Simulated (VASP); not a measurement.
# Mn3SnH (Pm-3m) in VASP: further runs

The runs below take Mn3SnH through single point, with LDA, PBEsol.

Program: VASP 6.6.1. These are calculated values, not measurements. Logs are shortened: lines on timing, memory, paths and dates and some standing lists are left out, and cuts for length are marked.

### Step 1. The cell of the first run

It takes space group Pm-3m (No. 221, cubic). Conventional cell: a = 3.759 Å, b = 3.759 Å, c = 3.759 Å, α = 90.00°, β = 90.00°, γ = 90.00°. Mn (site symmetry 4/mmm) has 2 H at 1.88 Å within 2.5 Å. Sn (site symmetry m-3m) has 12 Mn at 2.66 Å and 8 H at 3.26 Å within 3.5 Å. Within 2.5 Å of H (site symmetry m-3m) lie 6 Mn at 1.88 Å.

### Step 2. Single point, LDA, collinear spin, ferromagnetic start

The input, INCAR:

```
SYSTEM = Mn3SnH
  PREC = Accurate
  ENCUT = 520
  EDIFF = 1E-6
  ISMEAR = -1
  SIGMA = 0.1
  LREAL = .FALSE.
  LASPH = .TRUE.
  NELM = 150
  ALGO = Normal
  ISIF = 2
  LWAVE = .FALSE.
  LCHARG = .FALSE.
  ISPIN = 2
  MAGMOM = 4 4 4 0 0
  LORBIT = 11
  LMAXMIX = 4
  NBANDS = 39
```

The input, KPOINTS:

```
Automatic mesh
0
G
  5 5 5
  0 0 0
```

The input, POSCAR:

```
Mn3SnH
1.0
    3.7586193444      0.0000000000      0.0000000000
    0.0000000000      3.7586193444      0.0000000000
    0.0000000000      0.0000000000      3.7586193444
Mn Sn H
3 1 1
Direct
    0.5000000000      0.0000000000      0.0000000000
    0.0000000000      0.5000000000      0.0000000000
    0.0000000000      0.0000000000      0.5000000000
    0.5000000000      0.5000000000      0.5000000000
    0.0000000000      0.0000000000      0.0000000000
```

Potentials or basis: VASP PAW LDA potentials, release 64 (Mn_pv, Sn_d, H).

Launch:

```console
cat potpaw_LDA.64/Mn_pv/POTCAR potpaw_LDA.64/Sn_d/POTCAR potpaw_LDA.64/H/POTCAR > POTCAR
mpirun -np 1 vasp_std > vasp.out
```

OUTCAR:

```text
SYSTEM = Mn3SnH
   PREC = Accurate
   ENCUT = 520
   EDIFF = 1E-6
   ISMEAR = -1
   LREAL = .FALSE.
   LASPH = .TRUE.
   NELM = 150
   ISIF = 2
   ISPIN = 2
   LORBIT = 11

 ion  position               nearest neighbor table
   1  0.500  0.000  0.000-   5 1.88   5 1.88   4 2.66   2 2.66   3 2.66   4 2.66   2 2.66   4 2.66
                             4 2.66   2 2.66   3 2.66   3 2.66   3 2.66   2 2.66
   2  0.000  0.500  0.000-   5 1.88   5 1.88   4 2.66   1 2.66   3 2.66   4 2.66   1 2.66   3 2.66
                             3 2.66   3 2.66   1 2.66   4 2.66   4 2.66   1 2.66
   3  0.000  0.000  0.500-   5 1.88   5 1.88   4 2.66   1 2.66   1 2.66   2 2.66   2 2.66   2 2.66
                             4 2.66   2 2.66   1 2.66   4 2.66   1 2.66   4 2.66
   4  0.500  0.500  0.500-   1 2.66   2 2.66   3 2.66   1 2.66   2 2.66   1 2.66   3 2.66   1 2.66
                             2 2.66   3 2.66   2 2.66   3 2.66
   5  0.000  0.000  0.000-   1 1.88   2 1.88   3 1.88   3 1.88   2 1.88   1 1.88

  LATTYP: Found a simple cubic cell.
 ALAT       =     3.7586193444

  Lattice vectors:

 A1 = (   3.7586193444,   0.0000000000,   0.0000000000)
 A2 = (   0.0000000000,   3.7586193444,   0.0000000000)
 A3 = (   0.0000000000,   0.0000000000,   3.7586193444)

Analysis of symmetry for initial positions (statically):
=====================================================================
 Subroutine PRICEL returns:
 Original cell was already a primitive cell.

 Routine SETGRP: Setting up the symmetry group for a
 simple cubic supercell.

 Subroutine GETGRP returns: Found 48 space group operations
 (whereof 48 operations were pure point group operations)
 out of a pool of 48 trial point group operations.

The static configuration has the point symmetry O_h .

Analysis of symmetry for dynamics (positions and initial velocities):
=====================================================================
 Subroutine PRICEL returns:
 Original cell was already a primitive cell.

 Routine SETGRP: Setting up the symmetry group for a
 simple cubic supercell.

 Subroutine GETGRP returns: Found 48 space group operations
 (whereof 48 operations were pure point group operations)
 out of a pool of 48 trial point group operations.

The dynamic configuration has the point symmetry O_h .

Analysis of structural, dynamic, and magnetic symmetry:
=====================================================================
 Subroutine PRICEL returns:
 Original cell was already a primitive cell.

 Routine SETGRP: Setting up the symmetry group for a
 simple cubic supercell.

 Subroutine GETGRP returns: Found 48 space group operations
 (whereof 48 operations were pure point group operations)
 out of a pool of 48 trial point group operations.

[... 128 lines left out ...]

 number of electron      54.0000000 magnetization      12.0000000

 number of electron      54.0000118 magnetization       5.8066190

 Free energy of the ion-electron system (eV)
  ---------------------------------------------------
  ext. energy  EPLUGINS =         0.00000000
  ---------------------------------------------------
  free energy    TOTEN  =       -38.14513121 eV

  energy without entropy =      -38.05101092  energy(sigma->0) =      -38.09807106

 E-fermi :  11.0654     XC(G=0): -13.6187

 val. band max:       11.0386211771   @ k =   0.2000   0.2000   0.0000
 cond. band min:      11.1587021464   @ k =   0.2000   0.2000   0.2000
 fundamental gap:      0.1200809693
 Fermi energy:        11.0653688456

 spin component 1

 k-point     1 :       0.0000    0.0000    0.0000
  band No.  band energies     occupation
      1     -37.2867      1.00000
      2     -37.2867      1.00000
      3     -37.2867      1.00000
      4     -37.1151      1.00000
      5     -37.1151      1.00000
      6     -37.1151      1.00000
[... 409 lines left out ...]
     38      22.3403      0.00000
     39      25.5235      0.00000
 Fermi energy:        11.0653688456

 spin component 2

 k-point     1 :       0.0000    0.0000    0.0000
  band No.  band energies     occupation
      1     -35.4537      1.00000
      2     -35.4537      1.00000
      3     -35.4537      1.00000
      4     -35.2346      1.00000
      5     -35.2346      1.00000
      6     -35.2346      1.00000
[... 409 lines left out ...]
     38      22.6828      0.00000
     39      25.7798      0.00000

------------------------ aborting loop because EDIFF is reached ----------------------------------------

  FORCE on cell =-STRESS in cart. coord.  units (eV):
  Direction    XX          YY          ZZ          XY          YZ          ZX
  --------------------------------------------------------------------------------------
  -------------------------------------------------------------------------------------
  Total       -0.0307664     -0.0307664     -0.0307664      0.0000000     -0.0000000      0.0000000
  in kB       -0.9283294     -0.9283294     -0.9283294      0.0000000     -0.0000000      0.0000000
  external PRESSURE =      -0.9283294 kB  Pullay stress =       0.0000000 kB

 VOLUME and BASIS-vectors are now :
 -----------------------------------------------------------------------------
  energy-cutoff  :      520.00
  volume of cell :       53.10
      direct lattice vectors                 reciprocal lattice vectors
     3.758619344  0.000000000  0.000000000     0.266055141  0.000000000  0.000000000
     0.000000000  3.758619344  0.000000000     0.000000000  0.266055141  0.000000000
     0.000000000  0.000000000  3.758619344     0.000000000  0.000000000  0.266055141

 POSITION                                       TOTAL-FORCE (eV/Angst)
 -----------------------------------------------------------------------------------
      1.87931      0.00000      0.00000         0.000000      0.000000      0.000000
      0.00000      1.87931      0.00000         0.000000      0.000000      0.000000
      0.00000      0.00000      1.87931         0.000000      0.000000      0.000000
      1.87931      1.87931      1.87931         0.000000      0.000000      0.000000
      0.00000      0.00000      0.00000         0.000000      0.000000      0.000000
 -----------------------------------------------------------------------------------
    total drift:                                0.000000      0.000000     -0.000000

  FREE ENERGIE OF THE ION-ELECTRON SYSTEM (eV)
  ---------------------------------------------------
  free  energy   TOTEN  =       -38.1451312054 eV

  energy  without entropy=      -38.0510109210  energy(sigma->0) =      -38.09807106

 total charge

# of ion       s       p       d       tot
------------------------------------------
    1        0.321   6.328   5.245  11.893
    2        0.321   6.328   5.245  11.893
    3        0.321   6.328   5.245  11.893
    4        1.107   1.522  10.119  12.748
    5        0.516   0.039   0.000   0.555
--------------------------------------------------
tot          2.585  20.544  25.853  48.982

 magnetization (x)

# of ion       s       p       d       tot
------------------------------------------
    1        0.005   0.016   1.879   1.900
    2        0.005   0.016   1.879   1.900
    3        0.005   0.016   1.879   1.900
    4       -0.011  -0.109   0.044  -0.076
    5       -0.017   0.005   0.000  -0.012
--------------------------------------------------
tot         -0.012  -0.057   5.680   5.611
```

OSZICAR:

```text
N       E                     dE             d eps       ncg     rms          rms(c)
DAV:   1     0.625298489438E+03    0.62530E+03   -0.28766E+04  1623   0.216E+03
DAV:   2     0.189038994366E+02   -0.60639E+03   -0.58087E+03  1567   0.573E+02
DAV:   3    -0.385139277259E+02   -0.57418E+02   -0.55637E+02  1665   0.174E+02
DAV:   4    -0.400944349071E+02   -0.15805E+01   -0.15783E+01  1772   0.304E+01
DAV:   5    -0.401342063094E+02   -0.39771E-01   -0.39769E-01  1954   0.510E+00    0.288E+01
DAV:   6    -0.386245351850E+02    0.15097E+01   -0.20558E+01  1630   0.421E+01    0.120E+01
DAV:   7    -0.382243878436E+02    0.40015E+00   -0.32445E+00  1743   0.182E+01    0.579E+00
DAV:   8    -0.381668477570E+02    0.57540E-01   -0.15978E-01  1728   0.257E+00    0.210E+00
DAV:   9    -0.381484599338E+02    0.18388E-01   -0.29651E-02  1863   0.119E+00    0.657E-01
DAV:  10    -0.381454388476E+02    0.30211E-02   -0.72379E-03  1658   0.820E-01    0.239E-01
DAV:  11    -0.381451245645E+02    0.31428E-03   -0.44870E-04  1958   0.198E-01    0.700E-02
DAV:  12    -0.381451312993E+02   -0.67347E-05   -0.56599E-05  1710   0.493E-02    0.336E-02
DAV:  13    -0.381451312054E+02    0.93841E-07   -0.34497E-06  1472   0.144E-02
   1 F= -.38145131E+02 E0= -.38098071E+02  d E =-.941203E-01  mag=     5.8068
```

stdout:

```text
POSCAR found type information on POSCAR MnSnH
 POSCAR found :  3 types and       5 ions
 scaLAPACK will be used
 LDA part: xc-table for (Slater(with rela. corr.)+CA(PZ))
 , standard interpolation
 POSCAR, INCAR and KPOINTS ok, starting setup
 FFT: planning ... GRIDC
 FFT: planning ... GRID_SOFT
 FFT: planning ... GRID
 WAVECAR not read
 entering main loop
```

Run time: 39 s. Hardware: 1 thread of Oxide Virtual Turin-like, shared host; peak memory 0.13 GiB.

What came out:

```
Free energy                                           : -38.1451 eV
Pressure                                              : -0.1 GPa
Net moment                                            : 5.81 μB per cell
Site moments                                          : Mn +1.90; Sn -0.08; H -0.01 μB
Valence electrons inside the program's atomic spheres : Mn 11.89; Sn 12.75; H 0.56
```

Levels at points of the mesh, in eV from the Fermi level:
Spin up:
| k point | band 27 | band 28 | band 29 | band 30 | band 31 | band 32 | band 33 | band 34 |
| --- | --- | --- | --- | --- | --- | --- | --- | --- |
| (0.00, 0.00, 0.00) | -0.73 | -0.37 | -0.37 | 0.45 | 0.82 | 0.82 | 0.82 | 3.87 |
Spin down:
```
           k point  band 22  band 23  band 24  band 25  band 26  band 27
(0.00, 0.00, 0.00)    -0.46    -0.46    -0.46     0.75     0.75     0.75
```

Caveat: spin-orbit coupling is left out, which moves the levels of the heavy elements.

### Step 3. Single point, PBEsol, collinear spin, ferromagnetic start

This run uses another cell than the first one, of 10.99 Å³/atom.

The input, INCAR:

```
PREC = Accurate ; ENCUT = 520
EDIFF = 1E-6 ; ISMEAR = -1
SIGMA = 0.1 ; LREAL = F
LASPH = T ; NELM = 150
ALGO = Normal ; ISIF = 2
LWAVE = F ; LCHARG = F
ISPIN = 2 ; MAGMOM = 4 4 4 0 0
LORBIT = 11 ; LMAXMIX = 4
GGA = PS ; NBANDS = 39
```

The input, KPOINTS:

```
regular mesh
0
Gamma
  5 5 5
```

POSCAR: that of step 2 with these lines changed.

```diff
@@ -2,5 +2,5 @@
 1.0
-    3.7586193444      0.0000000000      0.0000000000
-    0.0000000000      3.7586193444      0.0000000000
-    0.0000000000      0.0000000000      3.7586193444
+    3.8020654409      0.0000000000      0.0000000000
+    0.0000000000      3.8020654409      0.0000000000
+    0.0000000000      0.0000000000      3.8020654409
 Mn Sn H
```

Potentials or basis: VASP PAW PBE potentials, release 64 (Mn_pv, Sn_d, H).

Launch:

```console
cat potpaw_PBE.64/Mn_pv/POTCAR potpaw_PBE.64/Sn_d/POTCAR potpaw_PBE.64/H/POTCAR > POTCAR
mpirun -np 1 vasp_std > vasp.out
```

Run time: 55 s. Hardware: 1 thread of Oxide Virtual Turin-like, shared host; peak memory 0.16 GiB.

Results (log left out):

```
Free energy                                           : -36.8578 eV
Pressure                                              : 0.2 GPa
Net moment                                            : 6.20 μB per cell
Site moments                                          : Mn +2.06; Sn -0.12; H -0.02 μB
Valence electrons inside the program's atomic spheres : Mn 11.82; Sn 12.67; H 0.55
```

Levels at points of the mesh, in eV from the Fermi level:
Spin up:
```tsv
k point	band 28	band 29	band 30	band 31	band 32	band 33
(0.00, 0.00, 0.00)	-0.63	-0.63	0.23	0.67	0.67	0.67
```
Spin down:
| k point | band 20 | band 21 | band 22 | band 23 | band 24 | band 25 | band 26 | band 27 | band 28 | band 29 |
| --- | --- | --- | --- | --- | --- | --- | --- | --- | --- | --- |
| (0.00, 0.00, 0.00) | -1.86 | -1.86 | -0.57 | -0.57 | -0.57 | 0.98 | 0.98 | 0.98 | 1.93 | 1.93 |

Caveat: the PAW data sets were made with another functional, which shifts forces and pressure a little; spin-orbit coupling is left out, which moves the levels of the heavy elements.
